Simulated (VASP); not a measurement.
LiTi2P3:

```
Li Ti P
1.0
     3.47784    0.00000    0.00000
    -1.73892    3.01190    0.00000
     0.00000    0.00000    8.59400
Li Ti P
1 2 3
Direct
  0.00000 0.00000 0.00000
  0.33333 0.66667 0.33665
  0.66667 0.33333 0.66335
  0.33333 0.66667 0.82670
  0.66667 0.33333 0.17330
  0.00000 0.00000 0.50000
```

```yaml
Program: VASP 6.6.1
Task: relaxation of cell and atoms
Functional: PBE
Potentials_or_basis: VASP PAW PBE potentials, release 64 (Li_sv, Ti_sv, P)
Cutoff: 600 eV
k_mesh: 6 × 6 × 2
Occupations: gaussian, width 0.1 eV
Spin: no spin polarisation
```

At the start: pressure 6.9 GPa; volume 15.00 Å³/atom.

Problem. Where does the relaxation end?

Solution. Over 10 steps the energy falls by 34.7 meV/atom and the volume is 16.31 Å³/atom (+8.7 %); space group P-3m1 (No. 164, to 0.1 Å) before and after.

Step by step:
```
step  energy change (eV)  largest force (eV/Å)  pressure (GPa)  volume (Å³)
   1              0.0000                0.4058            6.92        90.02
   2             -0.1271                0.6691           -2.92        98.73
   3             -0.1445                0.5472           -0.62        96.34
   4             -0.1777                0.2548           -0.09        96.55
   5             -0.1836                0.2922            0.28        96.67
   6             -0.1936                0.2214           -0.04        97.15
   7             -0.2024                0.1532           -0.69        98.18
   8             -0.2061                0.0309            0.57        97.35
   9             -0.2065                0.0383            0.28        97.54
  10             -0.2080                0.0180            0.08        97.85
```

Final structure:
```
Li Ti P
1.0
     3.50943    0.00000    0.00000
    -1.75472    3.03926    0.00000
     0.00000    0.00000    9.17408
Li Ti P
1 2 3
Cartesian
  -1.7547 3.0393 0.0000
  0.0000 2.0262 3.1037
  1.7547 1.0131 6.0704
  0.0000 2.0262 7.4792
  1.7547 1.0131 1.6948
  -1.7547 3.0393 4.5870
```

Caveat: the k points lie up to 0.34 Å⁻¹ apart in the final cell, too coarse for converged energies and pressures of a metal; the cutoff is under 1.25 times the usual one of these potentials, so pressure, stress and relaxed cells hold a basis-set (Pulay) error.
